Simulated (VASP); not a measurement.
# C7O in VASP: further runs

C7O is run at these levels: PBE+D3(BJ); tasks: single point.

Program: VASP 6.6.1. These are calculated values, not measurements. Logs are shortened: lines on timing, memory, paths and dates and some standing lists are left out, and cuts for length are marked.

### 1 The cell of the first run

The cell holds a slab with vacuum, 8 atoms: a = 2.465 Å, b = 2.465 Å, c = 26.891 Å, α = 90.00°, β = 90.00°, γ = 120.00°.

### 2 Single point, PBE+D3(BJ)

Contents of INCAR:

```
PREC = Accurate ; ENCUT = 520
EDIFF = 1E-6 ; ISMEAR = 0
SIGMA = 0.1 ; LREAL = False
LASPH = True ; NELM = 60
ALGO = Normal ; ISIF = 2
LWAVE = False ; LCHARG = False
LDIPOL = True ; IDIPOL = 3
DIPOL = 0.5 0.5 0.510 ; GGA = PE
IVDW = 12 ; NBANDS = 27
```

Contents of KPOINTS:

```
regular mesh
0
Gamma
  12 12 1
```

Contents of POSCAR:

```
C7O
1.0
    2.4649634470      0.0000000000      0.0000000000
   -1.2324817235      2.1347209645      0.0000000000
    0.0000000000      0.0000000000     26.8905390229
C O
7 1
Direct
    0.0000000000      0.0000000000      0.3160963099
    0.3333333333      0.6666666667      0.3160963041
    0.0000000000      0.0000000000      0.4411168607
    0.6666666667      0.3333333333      0.4411202422
    0.0000000000      0.0000000000      0.5670040988
    0.3333333333      0.6666666667      0.5669768560
    0.0000000000      0.0000000000      0.6938420695
    0.0000000000      0.0000000000      0.7360207313
```

Potentials or basis: VASP PAW PBE potentials, release 64 (C, O).

The run is started by

```console
$ cat potpaw_PBE.64/C/POTCAR potpaw_PBE.64/O/POTCAR > POTCAR
$ mpirun -np 1 vasp_std > vasp.out
```

OUTCAR:

```text
PREC = Accurate
   ENCUT = 520
   EDIFF = 1E-6
   ISMEAR = 0
   LREAL = False
   LASPH = True
   NELM = 60
   ISIF = 2
   GGA = PE
   IVDW = 12
 IVDW          = 12

 ion  position               nearest neighbor table
   1  0.000  0.000  0.316-   2 1.42   2 1.42   2 1.42
   2  0.333  0.667  0.316-   1 1.42   1 1.42   1 1.42
   3  0.000  0.000  0.441-   4 1.42   4 1.42   4 1.42
   4  0.667  0.333  0.441-   3 1.42   3 1.42   3 1.42
   5  0.000  0.000  0.567-   6 1.42   6 1.42   6 1.42
   6  0.333  0.667  0.567-   5 1.42   5 1.42   5 1.42
   7  0.000  0.000  0.694-   8 1.13
   8  0.000  0.000  0.736-   7 1.13

  LATTYP: Found a hexagonal cell.
 ALAT       =     2.4649634470
 C/A-ratio  =    10.9091025490

  Lattice vectors:

 A1 = (   2.4649634470,   0.0000000000,   0.0000000000)
 A2 = (  -1.2324817235,   2.1347209645,   0.0000000000)
 A3 = (   0.0000000000,   0.0000000000,  26.8905390229)

Analysis of symmetry for initial positions (statically):
=====================================================================
 Subroutine PRICEL returns:
 Original cell was already a primitive cell.

 Routine SETGRP: Setting up the symmetry group for a
 hexagonal supercell.

 Subroutine GETGRP returns: Found  6 space group operations
 (whereof  6 operations were pure point group operations)
 out of a pool of 24 trial point group operations.

The static configuration has the point symmetry C_3v.

Analysis of symmetry for dynamics (positions and initial velocities):
=====================================================================
 Subroutine PRICEL returns:
 Original cell was already a primitive cell.

 Routine SETGRP: Setting up the symmetry group for a
 hexagonal supercell.

 Subroutine GETGRP returns: Found  6 space group operations
 (whereof  6 operations were pure point group operations)
 out of a pool of 24 trial point group operations.

The dynamic configuration has the point symmetry C_3v.

 Subroutine INISYM returns: Found  6 space group operations
 (whereof  6 operations are pure point group operations),
 and found     1 'primitive' translations

----------------------------------------------------------------------------------------

                                     Primitive cell

  volume of cell :     141.4983

  direct lattice vectors                    reciprocal lattice vectors
     2.464963447  0.000000000  0.000000000     0.405685529  0.234222649  0.000000000
    -1.232481724  2.134720965  0.000000000     0.000000000  0.468445299  0.000000000
     0.000000000  0.000000000 26.890539023     0.000000000  0.000000000  0.037187800

  length of vectors
     2.464963447  2.464963447 26.890539023     0.468445299  0.468445299  0.037187800

  position of ions in fractional coordinates (direct lattice)
     0.000000000  0.000000000  0.316096310
     0.333333333  0.666666667  0.316096304
     0.000000000  0.000000000  0.441116861
     0.666666667  0.333333333  0.441120242
     0.000000000  0.000000000  0.567004099
     0.333333333  0.666666667  0.566976856
     0.000000000  0.000000000  0.693842070
     0.000000000  0.000000000  0.736020731

  ion indices of the primitive-cell ions
   primitive index   ion index
                 1           1
                 2           2
                 3           3
                 4           4
                 5           5
                 6           6
                 7           7
                 8           8

----------------------------------------------------------------------------------------

 KPOINTS: regular mesh

Automatic generation of k-mesh.
 Grid dimensions read from file:
 generate k-points for:   12   12    1

 Generating k-lattice:

  Cartesian coordinates                     Fractional coordinates (reciprocal lattice)
     0.033807127  0.019518554  0.000000000     0.083333333  0.000000000  0.000000000
     0.000000000  0.039037108  0.000000000     0.000000000  0.083333333  0.000000000
     0.000000000  0.000000000  0.037187800     0.000000000  0.000000000  1.000000000

  Length of vectors
     0.039037108  0.039037108  0.037187800

  Shift w.r.t. Gamma in fractional coordinates (k-lattice)
     0.000000000  0.000000000  0.000000000

 Subroutine IBZKPT returns following result:
 ===========================================

 Found     19 irreducible k-points:

 Following reciprocal coordinates:
            Coordinates               Weight
  0.000000  0.000000  0.000000      1.000000
  0.083333  0.000000  0.000000      6.000000
  0.166667 -0.000000  0.000000      6.000000
  0.250000  0.000000  0.000000      6.000000
  0.333333 -0.000000  0.000000      6.000000
  0.416667  0.000000  0.000000      6.000000
[... 11 lines left out ...]
  0.333333  0.250000  0.000000     12.000000
  0.333333  0.333333  0.000000      2.000000
   k-points           NKPTS =     19   k-points in BZ     NKDIM =     19   number of bands    NBANDS=     27
   number of dos      NEDOS =    301   number of ions     NIONS =      8
   total plane-waves  NPLWV =  64800
   dimension x,y,z NGX =    18 NGY =   18 NGZ =  200
   dimension x,y,z NGXF=    36 NGYF=   36 NGZF=  400
   ions per type =               7   1
   NGX,Y,Z   is equivalent  to a cutoff of  12.14, 12.14, 12.36 a.u.
   NGXF,Y,Z  is equivalent  to a cutoff of  24.28, 24.28, 24.73 a.u.
 SYSTEM =  unknown system
   PREC   = accura    normal or accurate (medium, high low for compatibility)
   ISTART =      0    job   : 0-new  1-cont  2-samecut
   ICHARG =      2    charge: 1-file 2-atom 10-const
   ISPIN  =      1    spin polarized calculation?
   LNONCOLLINEAR =      F non collinear calculations
   LSORBIT =      F    spin-orbit coupling
   LASPH  =      T    aspherical Exc in radial PAW
   ENCUT  =  520.0 eV  38.22 Ry    6.18 a.u.   4.58  4.58 50.00*2*pi/ulx,y,z
   NELM   =     60;   NELMIN=  2; NELMDL= -5     # of ELM steps
   EDIFF  = 0.1E-05   stopping-criterion for ELM
   LREAL  =      F    real-space projection
   EDIFFG = 0.1E-04   stopping-criterion for IOM
   NSW    =      0    number of steps for IOM
   IBRION =     -1    ionic relax: 0-MD 1-quasi-New 2-CG
   NFREE  =      0    steps in history (QN), initial steepest desc. (CG)
   ISIF   =      2    stress and relaxation
   ISYM   =      2    0-nonsym 1-usesym 2-fastsym
   POTIM  = 0.5000    time-step for ionic-motion
   TEBEG  =    0.0;   TEEND  =   0.0 temperature during run
   PSTRESS=    0.0 pullay stress
   NELECT =      34.0000    total number of electrons
   NUPDOWN=      -1.0000    fix difference up-down
   EMIN   =  10.00;   EMAX   =-10.00  energy-range for DOS
   EFERMI =   0.00;   METHOD = LEGACY
   ISMEAR =     0;   SIGMA  =   0.10  broadening in eV -4-tet -1-fermi 0-gaus
   EFERMI_NEDOS =   21; number of points for ismear=-14 and -15
   IALGO  =     38    algorithm
   IMIX   =      4    mixing-type and parameters
     AMIX     =   0.40;   BMIX     =  1.00
     AMIX_MAG =   1.60;   BMIX_MAG =  1.00
  volume/ion in A,a.u.               =      17.69       119.36
  Fermi-wavevector in a.u.,A,eV,Ry     =   1.017773  1.923311 14.093746  1.035861
  Thomas-Fermi vector in A             =   2.151193
   LORBIT       =      0    0 simple, 1 ext, 2 COOP (PROOUT), +10 PAW based schemes
   GGA     = PE    functional components
   LHFCALC =     F    Hartree Fock is set to
   AEXX    =    0.0000 exact exchange contribution
   IVDW    =    12    specifies the selected vdW correction
   LEPSILON=     F    determine dielectric tensor
   LRPA    =     F    only Hartree local field effects (RPA)
 non-spin polarized calculation
 Gauss-broadening in eV      SIGMA  =   0.10
  energy-cutoff  :      520.00
  volume of cell :      141.50
 maximum number of plane-waves:      3854
   NGX =  9   NGY =  9   NGZ = 99

 dipolmoment           0.000000      0.000000     -0.017731 electrons x Angstroem

 number of electron      34.0000000 magnetization

 dipolmoment           0.000000      0.000000      0.048014 electrons x Angstroem

 Free energy of the ion-electron system (eV)
  ---------------------------------------------------
  ext. energy  EPLUGINS =         0.00000000
  ---------------------------------------------------
  free energy    TOTEN  =       -68.74553382 eV

  energy without entropy =      -68.74303637  energy(sigma->0) =      -68.74428510

 E-fermi :  -0.3805     XC(G=0):  -5.6677

 val. band max:       -0.3871597899   @ k =   0.3333   0.3333   0.0000
 cond. band min:      -0.3500972308   @ k =   0.3333   0.3333   0.0000
 fundamental gap:      0.0370625590
 Fermi energy:        -0.3804866910

 k-point     1 :       0.0000    0.0000    0.0000
  band No.  band energies     occupation
      1     -25.5573      2.00000
      2     -19.9632      2.00000
      3     -19.8153      2.00000
      4     -19.5659      2.00000
      5     -10.8319      2.00000
      6      -8.5603      2.00000
[... 19 lines left out ...]
     26       7.9411      0.00000
     27       7.9439      0.00000

 k-point     2 :       0.0833    0.0000    0.0000
  band No.  band energies     occupation
      1     -25.4724      2.00000
      2     -19.7982      2.00000
      3     -19.6516      2.00000
      4     -19.4021      2.00000
      5     -10.7067      2.00000
      6      -8.3616      2.00000
[... 19 lines left out ...]
     26       7.9922      0.00000
     27       8.0709      0.00000

 k-point     3 :       0.1667   -0.0000    0.0000
  band No.  band energies     occupation
      1     -25.2318      2.00000
      2     -19.3049      2.00000
      3     -19.1619      2.00000
      4     -18.9126      2.00000
      5     -10.3479      2.00000
      6      -7.7747      2.00000
[... 444 lines left out ...]
      1     -23.9424      2.00000
      2     -14.2218      2.00000
      3     -14.1215      2.00000
      4     -13.8696      2.00000
      5     -12.3459      2.00000
      6     -12.2664      2.00000
[... 19 lines left out ...]
     26      11.3157      0.00000
     27      11.6730      0.00000

 k-point    19 :       0.3333    0.3333    0.0000
  band No.  band energies     occupation
      1     -23.8860      2.00000
      2     -13.0071      2.00000
      3     -12.9754      2.00000
      4     -12.9209      2.00000
      5     -12.9029      2.00000
      6     -12.6573      2.00000
[... 19 lines left out ...]
     26      12.2017      0.00000
     27      12.4414      0.00000

------------------------ aborting loop because EDIFF is reached ----------------------------------------

 vacuum level on the upper side and lower side of the slab       (xc-potential included)         0.596        -0.985

 Edisp (eV)   -1.06629

 E8    (eV) :    -0.3062

  FORCE on cell =-STRESS in cart. coord.  units (eV):
  Direction    XX          YY          ZZ          XY          YZ          ZX
  --------------------------------------------------------------------------------------
  -------------------------------------------------------------------------------------
  Total       5.07892     5.07892     1.01300     0.00000     0.00000     0.00000
  in kB      57.50830    57.50830    11.47013     0.00000     0.00000     0.00000
  external pressure =       42.16 kB  Pullay stress =        0.00 kB

 VOLUME and BASIS-vectors are now :
 -----------------------------------------------------------------------------
  energy-cutoff  :      520.00
  volume of cell :      141.50
      direct lattice vectors                 reciprocal lattice vectors
     2.464963447  0.000000000  0.000000000     0.405685529  0.234222649  0.000000000
    -1.232481724  2.134720965  0.000000000     0.000000000  0.468445299  0.000000000
     0.000000000  0.000000000 26.890539023     0.000000000  0.000000000  0.037187800

 POSITION                                       TOTAL-FORCE (eV/Angst)
 -----------------------------------------------------------------------------------
      0.00000      0.00000      8.50000         0.000000     -0.000000      0.009925
     -0.00000      1.42315      8.50000         0.000000     -0.000000     -0.014262
      0.00000      0.00000     11.86187        -0.000000      0.000000      0.000365
      1.23248      0.71157     11.86196        -0.000000      0.000000      0.002175
      0.00000      0.00000     15.24705         0.000000     -0.000000     -0.016099
     -0.00000      1.42315     15.24631        -0.000000      0.000000      0.017439
      0.00000      0.00000     18.65779         0.000000      0.000000     -0.954435
      0.00000      0.00000     19.79199         0.000000     -0.000000      0.954892
 -----------------------------------------------------------------------------------
    total drift:                                0.000000      0.000000      0.000982

  FREE ENERGIE OF THE ION-ELECTRON SYSTEM (eV)
  ---------------------------------------------------
  free  energy   TOTEN  =       -69.8118215652 eV

  energy  without entropy=      -69.8093241125  energy(sigma->0) =      -69.81057284

 vacuum level on the upper side and lower side of the slab         5.442         3.875
```

It took 1.9 min on 1 thread of Intel Xeon Platinum 8488C (Sapphire Rapids), shared host; peak memory 0.27 GiB.

Results:

```
Free energy                : -69.8118 eV
Largest force              : 0.955 eV/Å
Band gap on the k mesh     : zero (band 17 reaches -0.35 eV, above the bottom of band 18 at -0.43 eV)
Dispersion energy per atom : -0.133 eV
```

Forces in eV/Å, atoms in the order of the input:
```
C    0.000  0.000  0.010
C    0.000  0.000 -0.014
C    0.000  0.000  0.000
C    0.000  0.000  0.002
C    0.000  0.000 -0.016
C    0.000  0.000  0.017
C    0.000  0.000 -0.954
O    0.000  0.000  0.955
```

### 3 Single point, PBE+D3(BJ)

Contents of INCAR:

```
ALGO = Normal
DIPOL = 0.5 0.5 0.508
EDIFF = 1E-6
ENCUT = 520
GGA = PE
IDIPOL = 3
ISIF = 2
ISMEAR = 0
IVDW = 12
LASPH = True
LCHARG = False
LDIPOL = True
LREAL = False
LWAVE = False
NBANDS = 27
NELM = 100
PREC = Accurate
SIGMA = 0.1
```

Contents of KPOINTS:

```
k-points
0
Gamma
  12 12 1
```

Contents of POSCAR:

```
C7O
1.0
    2.4649634470      0.0000000000      0.0000000000
   -1.2324817235      2.1347209645      0.0000000000
    0.0000000000      0.0000000000     26.8905390229
C O
7 1
Direct
    0.0000000000      0.0000000000      0.3160963099
    0.3333333333      0.6666666667      0.3160963041
    0.0000000000      0.0000000000      0.4414890214
    0.6666666667      0.3333333333      0.4414864027
    0.0000000000      0.0000000000      0.5672732709
    0.3333333333      0.6666666667      0.5672855717
    0.6666666667      0.3333333333      0.6846799326
    0.6666666667      0.3333333333      0.7268572225
```

Potentials or basis: VASP PAW PBE potentials, release 64 (C, O).

The run is started by

```console
$ cat potpaw_PBE.64/C/POTCAR potpaw_PBE.64/O/POTCAR > POTCAR
$ mpirun -np 1 vasp_std > vasp.out
```

OUTCAR:

```text
EDIFF = 1E-6
   ENCUT = 520
   GGA = PE
   ISIF = 2
   ISMEAR = 0
   IVDW = 12
   LASPH = True
   LREAL = False
   NELM = 100
   PREC = Accurate
 IVDW          = 12

 ion  position               nearest neighbor table
   1  0.000  0.000  0.316-   2 1.42   2 1.42   2 1.42
   2  0.333  0.667  0.316-   1 1.42   1 1.42   1 1.42
   3  0.000  0.000  0.441-   4 1.42   4 1.42   4 1.42
   4  0.667  0.333  0.441-   3 1.42   3 1.42   3 1.42
   5  0.000  0.000  0.567-   6 1.42   6 1.42   6 1.42
   6  0.333  0.667  0.567-   5 1.42   5 1.42   5 1.42
   7  0.667  0.333  0.685-   8 1.13
   8  0.667  0.333  0.727-   7 1.13

  LATTYP: Found a hexagonal cell.
 ALAT       =     2.4649634470
 C/A-ratio  =    10.9091025490

  Lattice vectors:

 A1 = (   2.4649634470,   0.0000000000,   0.0000000000)
 A2 = (  -1.2324817235,   2.1347209645,   0.0000000000)
 A3 = (   0.0000000000,   0.0000000000,  26.8905390229)

Analysis of symmetry for initial positions (statically):
[... 194 lines left out ...]
      3     -19.8041      2.00000
      4     -19.5692      2.00000
      5     -10.8734      2.00000
      6      -8.5517      2.00000
[... 559 lines left out ...]
     26      12.1948      0.00000
     27      12.4538      0.00000

------------------------ aborting loop because EDIFF is reached ----------------------------------------

 vacuum level on the upper side and lower side of the slab       (xc-potential included)         0.596        -0.952

 Edisp (eV)   -1.08729

 E8    (eV) :    -0.3128

  FORCE on cell =-STRESS in cart. coord.  units (eV):
  Direction    XX          YY          ZZ          XY          YZ          ZX
  --------------------------------------------------------------------------------------
  -------------------------------------------------------------------------------------
  Total       5.10375     5.10375     1.01260     0.00000     0.00000     0.00000
  in kB      57.78954    57.78954    11.46565     0.00000     0.00000     0.00000
  external pressure =       42.35 kB  Pullay stress =        0.00 kB

 VOLUME and BASIS-vectors are now :
 -----------------------------------------------------------------------------
  energy-cutoff  :      520.00
  volume of cell :      141.50
      direct lattice vectors                 reciprocal lattice vectors
     2.464963447  0.000000000  0.000000000     0.405685529  0.234222649  0.000000000
    -1.232481724  2.134720965  0.000000000     0.000000000  0.468445299  0.000000000
     0.000000000  0.000000000 26.890539023     0.000000000  0.000000000  0.037187800

 POSITION                                       TOTAL-FORCE (eV/Angst)
 -----------------------------------------------------------------------------------
      0.00000      0.00000      8.50000         0.000000      0.000000      0.010910
     -0.00000      1.42315      8.50000        -0.000000     -0.000000     -0.011745
      0.00000      0.00000     11.87188         0.000000      0.000000     -0.002159
      1.23248      0.71157     11.87181         0.000000      0.000000      0.002633
      0.00000      0.00000     15.25428        -0.000000      0.000000      0.000192
     -0.00000      1.42315     15.25461         0.000000      0.000000      0.000614
      1.23248      0.71157     18.41141         0.000000     -0.000000     -0.958808
      1.23248      0.71157     19.54558        -0.000000     -0.000000      0.958363
 -----------------------------------------------------------------------------------
    total drift:                                0.000000      0.000001     -0.001781

  FREE ENERGIE OF THE ION-ELECTRON SYSTEM (eV)
  ---------------------------------------------------
  free  energy   TOTEN  =       -69.8319865432 eV

  energy  without entropy=      -69.8292591592  energy(sigma->0) =      -69.83062285

 vacuum level on the upper side and lower side of the slab         5.444         3.888
```

OSZICAR:

```text
N       E                     dE             d eps       ncg     rms          rms(c)
DAV:   1     0.213805107110E+03    0.21381E+03   -0.15610E+04  1026   0.107E+03
DAV:   2    -0.530243275204E+02   -0.26683E+03   -0.25369E+03  1409   0.259E+02
DAV:   3    -0.728299053049E+02   -0.19806E+02   -0.19628E+02  1236   0.734E+01
[... 19 lines left out ...]
DAV:  23    -0.687446876549E+02   -0.43255E-05   -0.36323E-07   843   0.432E-03    0.420E-04
DAV:  24    -0.687446904264E+02   -0.27714E-05   -0.10108E-07   850   0.161E-03    0.523E-04
DAV:  25    -0.687446925322E+02   -0.21058E-05   -0.41734E-08   846   0.109E-03    0.381E-04
DAV:  26    -0.687446935702E+02   -0.10380E-05   -0.18609E-08   882   0.118E-03    0.191E-04
DAV:  27    -0.687446939786E+02   -0.40846E-06   -0.92088E-09   876   0.502E-04
   1 F= -.69831987E+02 E0= -.69830623E+02  d E =-.272738E-02
```

Run time: 2 min. Hardware: 1 thread of Intel Xeon Platinum 8488C (Sapphire Rapids), shared host; peak memory 0.27 GiB.

Results:

```
Free energy                : -69.8320 eV
Largest force              : 0.959 eV/Å
Band gap on the k mesh     : zero (band 17 reaches -0.34 eV, above the bottom of band 18 at -0.40 eV)
Dispersion energy per atom : -0.136 eV
```

Forces in eV/Å, atoms in the order of the input:
```
C    0.000  0.000  0.011
C    0.000  0.000 -0.012
C    0.000  0.000 -0.002
C    0.000  0.000  0.003
C    0.000  0.000  0.000
C    0.000  0.000  0.001
C    0.000  0.000 -0.959
O    0.000  0.000  0.958
```
